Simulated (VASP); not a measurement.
Here is a VASP 6.6.1 calculation.

Contents of INCAR:

```
SYSTEM = Cd36S36O
ALGO = Normal
EDIFF = 1E-6
ENCUT = 520
GGA = PE
GGA_COMPAT = .FALSE.
ISIF = 2
ISMEAR = -1
ISYM = -1
KPAR = 1
LASPH = .TRUE.
LCHARG = .FALSE.
LREAL = Auto
LWAVE = .FALSE.
NBANDS = 369
NELM = 120
PREC = Accurate
SIGMA = 0.01
```

The input KPOINTS:

```
explicit points
1
Reciprocal
  0.25000000   0.25000000   0.25000000 1
```

Contents of POSCAR:

```
Cd36S36O
1.0
   12.4916763700     -0.0000000900      0.0000000000
   -6.2458381100     10.8181091200      0.0000000000
    0.0000000000      0.0000000000     13.5350132800
Cd S O
36 36 1
Direct
    0.2164995470      0.1097580923      0.2535721191
    0.1114437573      0.2334664018      0.0009495373
    0.2184203953      0.1116721052      0.7458594825
    0.1061868280      0.2207798963      0.5003409202
    0.2193944294      0.4447054440      0.2483321538
    0.1083404791      0.5667734483      0.0025918704
    0.2201230090      0.4471411747      0.7542965632
    0.1090985346      0.5538231260      0.5012329031
    0.2187001540      0.7770432824      0.2519228411
    0.1320678366      0.9156688939      0.0022048741
    0.2186659200      0.7812323693      0.7480622878
    0.0961571784      0.8802202772      0.4964040937
    0.5517099554      0.1090499307      0.2480523610
    0.4451809633      0.2336159686      0.0024568871
    0.5524897517      0.1120464802      0.7535188026
    0.4376715086      0.2164745256      0.5002080057
    0.5447355294      0.4381269403      0.2572474757
    0.4451347419      0.5674210689      0.0020280734
    0.5515792621      0.4445356389      0.7444773634
    0.4376100930      0.5539265664      0.5009769743
    0.5518090602      0.7769060153      0.2523851236
    0.4419720291      0.8961475552      0.0000981159
    0.5550504786      0.7808714958      0.7474558606
    0.4394426917      0.8877144733      0.5007012450
    0.8866497003      0.1043382968      0.2523038529
    0.7777714351      0.2305243959      0.0021646820
    0.8866154636      0.1097935015      0.7467298178
    0.7704150208      0.2131000015      0.5004584672
    0.8874231145      0.4330597915      0.2586582612
    0.7548919764      0.5195982039      0.0049288463
    0.8862808223      0.4423164923      0.7437683135
    0.7746035187      0.5546146746      0.4965621282
    0.8793279337      0.7595171197      0.2205887012
    0.7721059066      0.9100131973      0.0014550411
    0.8837611021      0.7720785571      0.7572223823
    0.7762042300      0.8784219095      0.4968839602
    0.2149263150      0.1060715885      0.4413409781
    0.1076086546      0.2218279538      0.1889864418
    0.2279560060      0.1305297446      0.9340484371
    0.1095270724      0.2266353558      0.6887171669
    0.2174435999      0.4416059190      0.4371816176
    0.1059934950      0.5548644355      0.1903319152
    0.2221902139      0.4563978756      0.9420470993
    0.1102580090      0.5582529204      0.6895003948
    0.2171119576      0.7756190963      0.4402486260
    0.1117815721      0.8907616759      0.1881995937
    0.2209275825      0.7865992962      0.9370668309
    0.1032745637      0.8884590553      0.6871362301
    0.5502963586      0.1081259245      0.4368799555
    0.4373063826      0.2184475136      0.1899268177
    0.5547926221      0.1197823054      0.9416807901
    0.4414611310      0.2214277018      0.6883440605
    0.5482199213      0.4404511913      0.4443674251
    0.4422148954      0.5551684655      0.1897992227
    0.5487098147      0.4517977213      0.9330809463
    0.4405319270      0.5577359197      0.6892972180
    0.5512580191      0.7761478421      0.4406398336
    0.4398251309      0.8863076655      0.1884004062
    0.5541038684      0.7869432593      0.9364636545
    0.4417117976      0.8913126992      0.6892687733
    0.8837567102      0.1038163016      0.4404586000
    0.7747565512      0.2147545420      0.1897148490
    0.8919252099      0.1262094942      0.9350061753
    0.7724228569      0.2189775536      0.6885201963
    0.8850751917      0.4378555464      0.4456289680
    0.7609391444      0.5240333598      0.1948838132
    0.8908605036      0.4478452774      0.9327121251
    0.7751805911      0.5558349433      0.6874736513
    0.8816340680      0.7690177634      0.4224197555
    0.7716242291      0.8852786530      0.1874649066
    0.9050442355      0.8164245695      0.9489672255
    0.7777078605      0.8867154106      0.6877262554
    0.8633818693      0.7134931800      0.0388562604
```

Potentials or basis: VASP PAW PBE potentials, release 64 (Cd, S, O).

Run with:

```console
$ cat potpaw_PBE.64/Cd/POTCAR potpaw_PBE.64/S/POTCAR potpaw_PBE.64/O/POTCAR > POTCAR
$ mpirun -np 4 vasp_std > vasp.out
```

(1) Estimate the band gap on the k mesh.

(2) What does it give for the largest force?

(3) Estimate the pressure.

Answers

(1) 2.15 eV.

(2) 0.732 eV/Å.

(3) 1.9 GPa.
